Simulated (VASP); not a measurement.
Crystal: Ge.

```
CELL_PARAMETERS angstrom
1.48805 -2.59469 0.00000
1.48805 2.59469 0.00000
0.00000 0.00000 4.72760
ATOMIC_POSITIONS crystal
Ge 0.33345 0.66655 0.25000
Ge 0.66655 0.33345 0.75000
```

This isn't the form of Ge at room conditions, which is diamond.

Base run:

```yaml
Program: VASP 6.6.1
Functional: PBE
Potentials_or_basis: VASP PAW PBE potentials, release 64 (Ge_d)
Cutoff: 520 eV
k_mesh: 10 × 10 × 6
Occupations: gaussian, width 0.011 eV
Spin: no spin polarisation
```

Its results: band gap on the k mesh zero (bands 14 and 15 overlap by 8.97 eV); pressure 4.4 GPa.

Q: The run is repeated on the same cell with these changes: k mesh from 10 × 10 × 6 to 6 × 6 × 4; occupations from gaussian, width 0.011 eV to fermi-dirac, width 0.04 eV. What comes out?

A: Band gap on the k mesh zero (bands 14 and 15 overlap by 9.20 eV); pressure 3.2 GPa.

Caveats: some runs use coarse meshes; the cell stands under pressure (at least some runs).
